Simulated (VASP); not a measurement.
# MgS (P6_3mc) in VASP: notebook

Aim: see how the results for MgS move with the level of theory and the settings. Levels: PBE, r2SCAN, HSE06. Tasks: single point.

Everything below comes from runs of VASP 6.6.1. Logs are shortened: lines on timing, memory, paths and dates and some standing lists are left out, and cuts for length are marked.

## 1. The cell of the first run

The structure is hexagonal, space group P6_3mc (No. 186). Conventional cell: a = 4.029 Å, b = 4.029 Å, c = 6.454 Å, α = 90.00°, β = 90.00°, γ = 120.00°. Mg (site symmetry 3m) has 4 S at 2.45 to 2.46 Å within 3.2 Å. S (site symmetry 3m) has 4 Mg at 2.45 to 2.46 Å within 3.2 Å.

## 2. Single point, PBE

Contents of INCAR:

```
SYSTEM = MgS
PREC = Accurate ; ENCUT = 520
EDIFF = 1E-6 ; ISMEAR = 0
SIGMA = 0.01 ; LREAL = .False.
LASPH = .True. ; NELM = 60
ALGO = Normal ; ISIF = 2
LWAVE = .False. ; LCHARG = .True.
GGA = PE ; LELF = .True.
LVHAR = .True. ; NBANDS = 16
```

Contents of KPOINTS:

```
Automatic mesh
0
Gamma
  6 6 4
  0 0 0
```

Contents of POSCAR:

```
MgS
1.0
    4.0286256259      0.0000000000      0.0000000000
   -2.0143128130      3.4888921344      0.0000000000
    0.0000000000      0.0000000000      6.4543928125
Mg S
2 2
Direct
    0.3333333333      0.6666666667     -0.0028727181
    0.6666666667      0.3333333333      0.4971272819
    0.3333333333      0.6666666667      0.3778727181
    0.6666666667      0.3333333333      0.8778727181
```

Potentials or basis: VASP PAW PBE potentials, release 64 (Mg, S).

Launch:

```sh
$ cat potpaw_PBE.64/Mg/POTCAR potpaw_PBE.64/S/POTCAR > POTCAR
$ mpirun -np 1 vasp_std > vasp.out
```

OUTCAR:

```text
SYSTEM = MgS
   PREC = Accurate
   ENCUT = 520
   EDIFF = 1E-6
   ISMEAR = 0
   LREAL = .False.
   LASPH = .True.
   NELM = 60
   ISIF = 2
   GGA = PE

 ion  position               nearest neighbor table
   1  0.333  0.667  0.997-   4 2.45   4 2.45   4 2.45   3 2.46
   2  0.667  0.333  0.497-   3 2.45   3 2.45   3 2.45   4 2.46
   3  0.333  0.667  0.378-   2 2.45   2 2.45   2 2.45   1 2.46
   4  0.667  0.333  0.878-   1 2.45   1 2.45   1 2.45   2 2.46

  LATTYP: Found a hexagonal cell.
 ALAT       =     4.0286256259
 C/A-ratio  =     1.6021326904

  Lattice vectors:

 A1 = (   4.0286256259,   0.0000000000,   0.0000000000)
 A2 = (  -2.0143128130,   3.4888921344,   0.0000000000)
 A3 = (   0.0000000000,   0.0000000000,   6.4543928125)

Analysis of symmetry for initial positions (statically):
=====================================================================
 Subroutine PRICEL returns:
 Original cell was already a primitive cell.

 Routine SETGRP: Setting up the symmetry group for a
 hexagonal supercell.

 Subroutine GETGRP returns: Found 12 space group operations
 (whereof  6 operations were pure point group operations)
 out of a pool of 24 trial point group operations.

The static configuration has the point symmetry C_3v.
 The point group associated with its full space group is C_6v.

Analysis of symmetry for dynamics (positions and initial velocities):
=====================================================================
 Subroutine PRICEL returns:
 Original cell was already a primitive cell.

 Routine SETGRP: Setting up the symmetry group for a
 hexagonal supercell.

 Subroutine GETGRP returns: Found 12 space group operations
 (whereof  6 operations were pure point group operations)
 out of a pool of 24 trial point group operations.

The dynamic configuration has the point symmetry C_3v.
 The point group associated with its full space group is C_6v.

 Subroutine INISYM returns: Found 12 space group operations
 (whereof  6 operations are pure point group operations),
 and found     1 'primitive' translations

----------------------------------------------------------------------------------------

                                     Primitive cell

  volume of cell :      90.7193

  direct lattice vectors                    reciprocal lattice vectors
     4.028625626  0.000000000  0.000000000     0.248223611  0.143311969  0.000000000
    -2.014312813  3.488892134  0.000000000     0.000000000  0.286623937  0.000000000
     0.000000000  0.000000000  6.454392813     0.000000000  0.000000000  0.154933241

  length of vectors
     4.028625626  4.028625626  6.454392813     0.286623937  0.286623937  0.154933241

  position of ions in fractional coordinates (direct lattice)
     0.333333333  0.666666667  0.997127282
     0.666666667  0.333333333  0.497127282
     0.333333333  0.666666667  0.377872718
     0.666666667  0.333333333  0.877872718

  ion indices of the primitive-cell ions
   primitive index   ion index
                 1           1
                 2           2
                 3           3
                 4           4

----------------------------------------------------------------------------------------

 KPOINTS: Automatic mesh

Automatic generation of k-mesh.
 Grid dimensions read from file:
 generate k-points for:    6    6    4

 Generating k-lattice:

  Cartesian coordinates                     Fractional coordinates (reciprocal lattice)
     0.041370602  0.023885328  0.000000000     0.166666667  0.000000000  0.000000000
     0.000000000  0.047770656  0.000000000     0.000000000  0.166666667  0.000000000
     0.000000000  0.000000000  0.038733310     0.000000000  0.000000000  0.250000000

  Length of vectors
     0.047770656  0.047770656  0.038733310

  Shift w.r.t. Gamma in fractional coordinates (k-lattice)
     0.000000000  0.000000000  0.000000000

 Subroutine IBZKPT returns following result:
 ===========================================

 Found     21 irreducible k-points:

 Following reciprocal coordinates:
            Coordinates               Weight
  0.000000  0.000000  0.000000      1.000000
  0.166667 -0.000000  0.000000      6.000000
  0.333333 -0.000000  0.000000      6.000000
  0.500000  0.000000  0.000000      3.000000
  0.166667  0.166667  0.000000      6.000000
  0.333333  0.166667  0.000000     12.000000
[... 13 lines left out ...]
  0.333333  0.166667  0.500000     12.000000
  0.333333  0.333333  0.500000      2.000000
   k-points           NKPTS =     21   k-points in BZ     NKDIM =     21   number of bands    NBANDS=     16
   number of dos      NEDOS =    301   number of ions     NIONS =      4
   total plane-waves  NPLWV =  43200
   dimension x,y,z NGX =    30 NGY =   30 NGZ =   48
   dimension x,y,z NGXF=    60 NGYF=   60 NGZF=   96
   ions per type =               2   2
   NGX,Y,Z   is equivalent  to a cutoff of  12.38, 12.38, 12.36 a.u.
   NGXF,Y,Z  is equivalent  to a cutoff of  24.76, 24.76, 24.73 a.u.
 SYSTEM =  MgS
   PREC   = accura    normal or accurate (medium, high low for compatibility)
   ISTART =      0    job   : 0-new  1-cont  2-samecut
   ICHARG =      2    charge: 1-file 2-atom 10-const
   ISPIN  =      1    spin polarized calculation?
   LNONCOLLINEAR =      F non collinear calculations
   LSORBIT =      F    spin-orbit coupling
   LASPH  =      T    aspherical Exc in radial PAW
   ENCUT  =  520.0 eV  38.22 Ry    6.18 a.u.   7.49  7.49 12.00*2*pi/ulx,y,z
   NELM   =     60;   NELMIN=  2; NELMDL= -5     # of ELM steps
   EDIFF  = 0.1E-05   stopping-criterion for ELM
   LREAL  =      F    real-space projection
   EDIFFG = 0.1E-04   stopping-criterion for IOM
   NSW    =      0    number of steps for IOM
   IBRION =     -1    ionic relax: 0-MD 1-quasi-New 2-CG
   NFREE  =      0    steps in history (QN), initial steepest desc. (CG)
   ISIF   =      2    stress and relaxation
   ISYM   =      2    0-nonsym 1-usesym 2-fastsym
   POTIM  = 0.5000    time-step for ionic-motion
   TEBEG  =    0.0;   TEEND  =   0.0 temperature during run
   PSTRESS=    0.0 pullay stress
   NELECT =      16.0000    total number of electrons
   NUPDOWN=      -1.0000    fix difference up-down
   EMIN   =  10.00;   EMAX   =-10.00  energy-range for DOS
   EFERMI =   0.00;   METHOD = LEGACY
   ISMEAR =     0;   SIGMA  =   0.01  broadening in eV -4-tet -1-fermi 0-gaus
   EFERMI_NEDOS =   21; number of points for ismear=-14 and -15
   IALGO  =     38    algorithm
   IMIX   =      4    mixing-type and parameters
     AMIX     =   0.40;   BMIX     =  1.00
     AMIX_MAG =   1.60;   BMIX_MAG =  1.00
  volume/ion in A,a.u.               =      22.68       153.05
  Fermi-wavevector in a.u.,A,eV,Ry     =   0.918082  1.734924 11.468008  0.842875
  Thomas-Fermi vector in A             =   2.043124
   LORBIT       =      0    0 simple, 1 ext, 2 COOP (PROOUT), +10 PAW based schemes
   GGA     = PE    functional components
   LHFCALC =     F    Hartree Fock is set to
   AEXX    =    0.0000 exact exchange contribution
   IVDW    =     0    specifies the selected vdW correction
   LEPSILON=     F    determine dielectric tensor
   LRPA    =     F    only Hartree local field effects (RPA)
 non-spin polarized calculation
 Gauss-broadening in eV      SIGMA  =   0.01
  energy-cutoff  :      520.00
  volume of cell :       90.72
 maximum number of plane-waves:      2463
 NGX is ok and might be reduce to    30
   NGX = 15   NGY = 15   NGZ = 25

 number of electron      16.0000003 magnetization

 Free energy of the ion-electron system (eV)
  ---------------------------------------------------
  ext. energy  EPLUGINS =         0.00000000
  ---------------------------------------------------
  free energy    TOTEN  =       -16.97598726 eV

  energy without entropy =      -16.97598726  energy(sigma->0) =      -16.97598726

 E-fermi :   1.2269     XC(G=0):  -8.3813

 val. band max:        1.1600466750   @ k =   0.0000   0.0000   0.0000
 cond. band min:       4.6250608720   @ k =   0.0000   0.0000   0.0000
 fundamental gap:      3.4650141969
 Fermi energy:         1.2269400766

 k-point     1 :       0.0000    0.0000    0.0000
  band No.  band energies     occupation
      1     -10.2139      2.00000
      2      -9.4928      2.00000
      3      -2.0398      2.00000
      4       0.6374      2.00000
      5       0.6374      2.00000
      6       1.0479      2.00000
[... 8 lines left out ...]
     15       9.7056      0.00000
     16      10.2914      0.00000

 k-point     2 :       0.1667   -0.0000    0.0000
  band No.  band energies     occupation
      1     -10.0810      2.00000
      2      -9.4284      2.00000
      3      -1.8274      2.00000
      4      -0.1246      2.00000
      5       0.2625      2.00000
      6       0.4322      2.00000
[... 8 lines left out ...]
     15       9.8191      0.00000
     16       9.9278      0.00000

 k-point     3 :       0.3333   -0.0000    0.0000
  band No.  band energies     occupation
      1      -9.7649      2.00000
      2      -9.3201      2.00000
      3      -1.4087      2.00000
      4      -1.1482      2.00000
      5      -0.7856      2.00000
      6       0.1063      2.00000
[... 8 lines left out ...]
     15       9.8128      0.00000
     16      11.3550      0.00000

 k-point     4 :       0.5000    0.0000    0.0000
  band No.  band energies     occupation
      1      -9.5474      2.00000
      2      -9.3081      2.00000
      3      -1.8128      2.00000
      4      -1.2519      2.00000
      5      -0.6978      2.00000
      6      -0.0326      2.00000
[... 8 lines left out ...]
     15      10.2249      0.00000
     16      12.2964      0.00000
[... 267 lines left out ...]
 k-point    19 :       0.1667    0.1667    0.5000
  band No.  band energies     occupation
      1      -9.6096      2.00000
      2      -9.6096      2.00000
      3      -1.2665      2.00000
      4      -1.2665      2.00000
      5       0.1632      2.00000
      6       0.1632      2.00000
[... 8 lines left out ...]
     15      10.0942      0.00000
     16      10.0942      0.00000

 k-point    20 :       0.3333    0.1667    0.5000
  band No.  band energies     occupation
      1      -9.4271      2.00000
      2      -9.4271      2.00000
      3      -1.7128      2.00000
      4      -1.7128      2.00000
      5      -0.2386      2.00000
      6      -0.2386      2.00000
[... 8 lines left out ...]
     15      10.5749      0.00000
     16      10.5749      0.00000

 k-point    21 :       0.3333    0.3333    0.5000
  band No.  band energies     occupation
      1      -9.3643      2.00000
      2      -9.3643      2.00000
      3      -1.5986      2.00000
      4      -1.5986      2.00000
      5      -0.7943      2.00000
      6      -0.7943      2.00000
[... 8 lines left out ...]
     15      10.5022      0.00000
     16      10.5022      0.00000

------------------------ aborting loop because EDIFF is reached ----------------------------------------

  FORCE on cell =-STRESS in cart. coord.  units (eV):
  Direction    XX          YY          ZZ          XY          YZ          ZX
  --------------------------------------------------------------------------------------
  -------------------------------------------------------------------------------------
  Total        0.5272879      0.5272879      0.4965706     -0.0000000      0.0000000     -0.0000000
  in kB        9.3123342      9.3123342      8.7698421     -0.0000000      0.0000000     -0.0000000
  external PRESSURE =       9.1315035 kB  Pullay stress =       0.0000000 kB

 VOLUME and BASIS-vectors are now :
 -----------------------------------------------------------------------------
  energy-cutoff  :      520.00
  volume of cell :       90.72
      direct lattice vectors                 reciprocal lattice vectors
     4.028625626  0.000000000  0.000000000     0.248223611  0.143311969  0.000000000
    -2.014312813  3.488892134  0.000000000     0.000000000  0.286623937  0.000000000
     0.000000000  0.000000000  6.454392813     0.000000000  0.000000000  0.154933241

 POSITION                                       TOTAL-FORCE (eV/Angst)
 -----------------------------------------------------------------------------------
     -0.00000      2.32593      6.43585        -0.000000      0.000000     -0.003799
      2.01431      1.16296      3.20865         0.000000     -0.000000     -0.003799
     -0.00000      2.32593      2.43894        -0.000000      0.000000      0.003799
      2.01431      1.16296      5.66614         0.000000     -0.000000      0.003799
 -----------------------------------------------------------------------------------
    total drift:                               -0.000000      0.000000      0.000498

  FREE ENERGIE OF THE ION-ELECTRON SYSTEM (eV)
  ---------------------------------------------------
  free  energy   TOTEN  =       -16.9759872582 eV

  energy  without entropy=      -16.9759872582  energy(sigma->0) =      -16.97598726
```

It took 62 s on 1 thread of Intel Xeon 8259CL, shared host; peak memory 0.2 GiB.

What came out:

```yaml
Free_energy: -16.9760 eV
Pressure: 0.9 GPa
Largest_force: 0.004 eV/Å
Band_gap_on_the_k_mesh: 3.47 eV, direct
```

Forces in eV/Å, atoms in the order of the input:
```
Mg   0.000  0.000 -0.004
Mg   0.000  0.000 -0.004
S    0.000  0.000  0.004
S    0.000  0.000  0.004
```

## 3. Single point, r2SCAN

POSCAR is that of step 2.

Contents of INCAR.step1:

```
SYSTEM = MgS
ALGO     = Normal         ! electronic algorithm
EDIFF    = 1E-4           ! SCF threshold, eV
ENCUT    = 520            ! plane-wave cutoff, eV
GGA      = PE             ! functional
ISMEAR   = 0              ! smearing method
LASPH    = .True.         ! aspherical terms in the spheres
LCHARG   = .False.        ! write CHGCAR
LREAL    = .False.        ! projectors in reciprocal space
LWAVE    = .True.         ! write WAVECAR
NBANDS   = 16             ! bands
NELM     = 60             ! most SCF steps
PREC     = Accurate       ! precision mode
SIGMA    = 0.01           ! smearing width, eV
```

Contents of INCAR.step2:

```
SYSTEM = MgS
ALGO     = Normal         ! electronic algorithm
EDIFF    = 1E-7           ! SCF threshold, eV
ENCUT    = 520            ! plane-wave cutoff, eV
ISIF     = 2              ! what is computed and relaxed
ISMEAR   = 0              ! smearing method
ISTART   = 1            
LASPH    = .True.         ! aspherical terms in the spheres
LCHARG   = .False.        ! write CHGCAR
LMIXTAU  = .True.       
LREAL    = .False.        ! projectors in reciprocal space
LWAVE    = .False.        ! write WAVECAR
METAGGA  = R2SCAN         ! meta-GGA
NBANDS   = 16             ! bands
NELM     = 60             ! most SCF steps
PREC     = Accurate       ! precision mode
SIGMA    = 0.01           ! smearing width, eV
```

Contents of KPOINTS:

```
k-points
0
Gamma
  6 6 2
  0 0 0
```

Potentials or basis: VASP PAW PBE potentials, release 64 (Mg, S).

Launch:

```sh
$ cat potpaw_PBE.64/Mg/POTCAR potpaw_PBE.64/S/POTCAR > POTCAR
$ cp INCAR.step1 INCAR
$ mpirun -np 1 vasp_std > vasp.out
$ cp INCAR.step2 INCAR
$ mpirun -np 1 vasp_std > vasp.out
```

It took 5 min on 1 thread of Intel Xeon 8259CL, shared host; peak memory 0.22 GiB.

The run converged. Its results:

```
Free energy            : -30.9353 eV
Pressure               : -0.3 GPa
Largest force          : 0.003 eV/Å
Band gap on the k mesh : 4.13 eV, direct
```

Forces on the atoms (eV/Å):
```
Mg   0.000  0.000  0.003
Mg   0.000  0.000  0.003
S    0.000  0.000 -0.003
S    0.000  0.000 -0.003
```

Levels at points of the mesh, in eV from the valence-band top:
| k point | band 6 | band 7 | band 8 | band 9 | band 10 | band 11 |
| --- | --- | --- | --- | --- | --- | --- |
| (0.00, 0.00, 0.00) | -0.12 | -0.12 | 0.00 | 4.13 | 5.41 | 8.14 |
| (0.50, 0.00, 0.00) | -1.22 | -0.92 | -0.44 | 5.30 | 5.70 | 6.46 |
| (0.00, 0.00, 0.50) | -0.33 | -0.33 | -0.33 | 5.61 | 5.61 | 8.28 |
| (0.50, 0.00, 0.50) | -0.86 | -0.80 | -0.80 | 5.19 | 5.19 | 6.93 |

Caveat: the k points lie up to 0.49 Å⁻¹ apart; the PAW data sets were made with another functional, which shifts forces and pressure a little.

(Part 1 of 2 ends here.)
